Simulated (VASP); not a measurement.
# Si (Fmmm) in VASP: a series of runs, part 2 of 2

VASP 6.6.1. The steps go on from the part before.

### Step 4. Single point, LDA (strain +0.1000 x Voigt [0, 0, 1, 0, 0, 0])

INCAR reads:

```
SYSTEM = Si
PREC = Accurate
ENCUT = 520
EDIFF = 1E-7
ISMEAR = 0
SIGMA = 0.15
LREAL = .FALSE.
LASPH = .TRUE.
NELM = 100
ALGO = Normal
ISIF = 2
LWAVE = .FALSE.
LCHARG = .TRUE.
GGA = CA
LELF = .TRUE.
LVHAR = .TRUE.
NBANDS = 26
```

KPOINTS reads:

```
Automatic mesh
0
G
  10 10 8
  0 0 0
```

POSCAR reads:

```
Si
1.0
    4.5521371120     -2.4347064072      0.0000000000
    4.5521371120      2.4347064072      0.0000000000
    0.0000000000      0.0000000000      5.8604131989
Si
8
Direct
    0.5000000000      0.5000000000      0.7705063097
    0.5000000000      0.5000000000      0.2294936903
    1.0000000000      0.0000000000      0.2705063097
    0.0000000000      1.0000000000      0.7294936903
    0.7262158285      0.7262158285      0.5000000000
    0.2262158285      0.2262158285      0.0000000000
    0.2737841715      0.2737841715      0.5000000000
    0.7737841715      0.7737841715      0.0000000000
```

Potentials or basis: VASP PAW LDA potentials, release 64 (Si).

Run with:

```
$ cat potpaw_LDA.64/Si/POTCAR > POTCAR
$ mpirun -np 1 vasp_std > vasp.out
```

OUTCAR:

```text
SYSTEM = Si
   PREC = Accurate
   ENCUT = 520
   EDIFF = 1E-7
   ISMEAR = 0
   LREAL = .FALSE.
   LASPH = .TRUE.
   NELM = 100
   ISIF = 2
   GGA = CA

 ion  position               nearest neighbor table
   1  0.500  0.500  0.771-   4 2.45   4 2.45   5 2.60   7 2.60   2 2.69   6 2.83   8 2.83
   2  0.500  0.500  0.229-   3 2.45   3 2.45   5 2.60   7 2.60   1 2.69   6 2.83   8 2.83
   3  0.000  0.000  0.271-   2 2.45   2 2.45   6 2.60   8 2.60   4 2.69   7 2.83   5 2.83
   4  0.000  0.000  0.729-   1 2.45   1 2.45   6 2.60   8 2.60   3 2.69   7 2.83   5 2.83
   5  0.726  0.726  0.500-   7 2.47   7 2.47   1 2.60   2 2.60   3 2.83   4 2.83   8 2.96   8 2.96

   6  0.226  0.226  0.000-   8 2.47   8 2.47   3 2.60   4 2.60   1 2.83   2 2.83   7 2.96   7 2.96

   7  0.274  0.274  0.500-   5 2.47   5 2.47   1 2.60   2 2.60   3 2.83   4 2.83   6 2.96   6 2.96

   8  0.774  0.774  0.000-   6 2.47   6 2.47   3 2.60   4 2.60   1 2.83   2 2.83   5 2.96   5 2.96

  LATTYP: Found a base centered orthorhombic cell.
 ALAT       =     4.8694128144
 B/A-ratio  =     1.8696862581
 C/A-ratio  =     1.2035153770

  Lattice vectors:

 A1 = (  -4.5521371120,  -2.4347064072,   0.0000000000)
 A2 = (   4.5521371120,  -2.4347064072,   0.0000000000)
 A3 = (   0.0000000000,   0.0000000000,   5.8604131989)

Analysis of symmetry for initial positions (statically):
=====================================================================
 Subroutine PRICEL returns following result:

  LATTYP: Found a face centered orthorhombic cell.
 ALAT       =     4.8694128144
 B/A-ratio  =     1.2035153770
 C/A-ratio  =     1.8696862581

  Lattice vectors:

 A1 = (  -4.5521371120,   0.0000000000,   2.9302065994)
 A2 = (  -4.5521371120,  -2.4347064072,   0.0000000000)
 A3 = (   0.0000000000,  -2.4347064072,   2.9302065994)

   2 primitive cells build up your supercell.

[... 160 lines left out ...]
  Thomas-Fermi vector in A             =   2.160129
   LORBIT       =      0    0 simple, 1 ext, 2 COOP (PROOUT), +10 PAW based schemes
   GGA     = CA    functional components
   LHFCALC =     F    Hartree Fock is set to
   AEXX    =    0.0000 exact exchange contribution
   IVDW    =     0    specifies the selected vdW correction
   LEPSILON=     F    determine dielectric tensor
   LRPA    =     F    only Hartree local field effects (RPA)
 non-spin polarized calculation
 Gauss-broadening in eV      SIGMA  =   0.15
  energy-cutoff  :      520.00
  volume of cell :      129.90
 maximum number of plane-waves:      3518
 NGX is ok and might be reduce to    40
   NGX = 19   NGY = 19   NGZ = 21

 number of electron      31.9999998 magnetization

 Free energy of the ion-electron system (eV)
  ---------------------------------------------------
  ext. energy  EPLUGINS =         0.00000000
  ---------------------------------------------------
  free energy    TOTEN  =       -45.38855903 eV

  energy without entropy =      -45.35237822  energy(sigma->0) =      -45.37046863

 E-fermi :   8.3489     XC(G=0): -10.7368

 val. band max:        8.3298692892   @ k =  -0.3000   0.2000   0.0000
 cond. band min:       8.3573262682   @ k =   0.2000   0.1000   0.0000
 fundamental gap:      0.0274569790
 Fermi energy:         8.3488824100

 k-point     1 :       0.0000    0.0000    0.0000
  band No.  band energies     occupation
      1      -4.8492      2.00000
      2      -0.8389      2.00000
      3      -0.8294      2.00000
      4       1.4450      2.00000
      5       1.9901      2.00000
      6       2.1834      2.00000
[... 685 lines left out ...]
     25      12.3542      0.00000
     26      12.6533      0.00000

 [... further k-points ...]

------------------------ aborting loop because EDIFF is reached ----------------------------------------

  FORCE on cell =-STRESS in cart. coord.  units (eV):
  Direction    XX          YY          ZZ          XY          YZ          ZX
  --------------------------------------------------------------------------------------
  -------------------------------------------------------------------------------------
  Total       -6.0176720     -3.4863785    -10.2524666      0.0000000      0.0000000      0.0000000
  in kB      -74.2196544    -42.9996533   -126.4499838      0.0000000      0.0000000      0.0000000
  external PRESSURE =     -81.2230972 kB  Pullay stress =       0.0000000 kB

 VOLUME and BASIS-vectors are now :
 -----------------------------------------------------------------------------
  energy-cutoff  :      520.00
  volume of cell :      129.90
      direct lattice vectors                 reciprocal lattice vectors
     4.552137112 -2.434706407  0.000000000     0.109838519 -0.205363570  0.000000000
     4.552137112  2.434706407  0.000000000     0.109838519  0.205363570  0.000000000
     0.000000000  0.000000000  5.860413199     0.000000000  0.000000000  0.170636432

 POSITION                                       TOTAL-FORCE (eV/Angst)
 -----------------------------------------------------------------------------------
      4.55214      0.00000      4.51549        -0.000000      0.000000      0.055593
      4.55214      0.00000      1.34493         0.000000      0.000000     -0.055593
      0.00000      0.00000      1.58528        -0.000000      0.000000      0.055593
      0.00000      0.00000      4.27513        -0.000000      0.000000     -0.055593
      6.61167      0.00000      2.93021        -0.149742      0.000000      0.000000
      2.05953      0.00000      0.00000        -0.149742      0.000000      0.000000
      2.49261      0.00000      2.93021         0.149742      0.000000      0.000000
      7.04474      0.00000      0.00000         0.149742      0.000000     -0.000000
 -----------------------------------------------------------------------------------
    total drift:                                0.000000     -0.000000      0.000000

  FREE ENERGIE OF THE ION-ELECTRON SYSTEM (eV)
  ---------------------------------------------------
  free  energy   TOTEN  =       -45.3885590307 eV

  energy  without entropy=      -45.3523782209  energy(sigma->0) =      -45.37046863
```

OSZICAR:

```text
N       E                     dE             d eps       ncg     rms          rms(c)
DAV:   1     0.522770048550E+02    0.52277E+02   -0.12420E+04  8060   0.104E+03
DAV:   2    -0.410225527714E+02   -0.93300E+02   -0.86604E+02  9922   0.147E+02
DAV:   3    -0.455143023305E+02   -0.44917E+01   -0.43664E+01 10648   0.280E+01
DAV:   4    -0.455714072963E+02   -0.57105E-01   -0.56900E-01 10028   0.390E+00
DAV:   5    -0.455721106755E+02   -0.70338E-03   -0.70283E-03 10398   0.401E-01    0.772E+00
DAV:   6    -0.454450287913E+02    0.12708E+00   -0.60981E-02 10170   0.108E+00    0.442E+00
DAV:   7    -0.453895272242E+02    0.55502E-01   -0.93456E-02  9940   0.126E+00    0.353E-01
DAV:   8    -0.453887464441E+02    0.78078E-03   -0.10676E-02  9568   0.490E-01    0.239E-01
DAV:   9    -0.453885660242E+02    0.18042E-03   -0.48708E-04 10268   0.103E-01    0.101E-01
DAV:  10    -0.453885606640E+02    0.53602E-05   -0.43226E-05  9838   0.296E-02    0.293E-02
DAV:  11    -0.453885592788E+02    0.13852E-05   -0.50099E-06 10060   0.109E-02    0.103E-02
DAV:  12    -0.453885590363E+02    0.24254E-06   -0.13138E-06 10100   0.512E-03    0.544E-03
DAV:  13    -0.453885590307E+02    0.56186E-08   -0.12966E-07  5482   0.169E-03
   1 F= -.45388559E+02 E0= -.45370469E+02  d E =-.361808E-01
```

Run time: 12 min. Hardware: 1 thread of Intel Xeon 8259CL, shared host; peak memory 0.45 GiB.

What came out:

```
Free energy            : -45.3886 eV
Pressure               : -8.1 GPa
Largest force          : 0.150 eV/Å
Band gap on the k mesh : zero (bands 16 and 17 overlap by 3.56 eV)
```

Forces in eV/Å, atoms in the order of the input:
```
Si   0.000  0.000  0.056
Si   0.000  0.000 -0.056
Si   0.000  0.000  0.056
Si   0.000  0.000 -0.056
Si  -0.150  0.000  0.000
Si  -0.150  0.000  0.000
Si   0.150  0.000  0.000
Si   0.150  0.000  0.000
```

Levels at points of the mesh, in eV from the Fermi level:
| k point | band 12 | band 13 | band 14 | band 15 | band 16 | band 17 | band 18 | band 19 | band 20 | band 21 |
| --- | --- | --- | --- | --- | --- | --- | --- | --- | --- | --- |
| (0.00, 0.00, 0.00) | -2.47 | -2.42 | -2.27 | -2.24 | -2.18 | -2.00 | -1.97 | -1.83 | 1.51 | 1.91 |
| (0.50, 0.00, 0.00) | -3.49 | -1.45 | -1.45 | 0.28 | 0.28 | 2.27 | 2.27 | 2.43 | 2.43 | 3.66 |
| (0.50, 0.50, 0.00) | -2.93 | -1.69 | -1.56 | -0.74 | 1.00 | 1.61 | 1.87 | 2.14 | 2.56 | 2.87 |
| (0.00, 0.00, 0.50) | -4.11 | -3.89 | -3.89 | -3.26 | -3.26 | 2.11 | 2.11 | 2.41 | 2.41 | 2.59 |
| (0.50, 0.00, 0.50) | -2.18 | -0.45 | -0.45 | 0.28 | 0.28 | 0.49 | 0.49 | 0.62 | 0.62 | 2.35 |
| (0.50, 0.50, 0.50) | -2.20 | -1.30 | -1.30 | -0.74 | -0.74 | 0.21 | 0.21 | 0.98 | 0.98 | 2.87 |

Caveat: the cell differs from its parent crystal (strain +0.1000 x Voigt [0, 0, 1, 0, 0, 0]); the stress differs along the axes, from -13 to -4 GPa.

### Step 5. Overview

| cell | gap on the mesh (eV) | pressure (GPa) | largest force (eV/Å) |
| --- | --- | --- | --- |
| a = 5.162, b = 5.162, c = 5.727 Å, angles 90.0, 90.0, 56.3°, 8 atoms | none | -6.6 | 0.12 |
| a = 5.162, b = 5.162, c = 5.794 Å, angles 90.0, 90.0, 56.3°, 8 atoms | none | -7.4 | 0.14 |
| a = 5.162, b = 5.162, c = 5.860 Å, angles 90.0, 90.0, 56.3°, 8 atoms | none | -8.1 | 0.15 |

Alike in all rows: task single point; level LDA; potentials or basis VASP PAW LDA potentials, release 64 (Si); no spin polarisation; k mesh 10 × 10 × 8; cutoff (eV) 520; smearing gaussian 0.15 eV.

Caveats: the stress differs along the axes, from -11 to -3 GPa (at least some runs); the stress differs along the axes, from -12 to -4 GPa (at least some runs); the stress differs along the axes, from -13 to -4 GPa (at least some runs).

Absolute energies hang on the potentials; compare differences alone.

The gap in the log of VASP goes by the Fermi energy; the results here count the filled bands.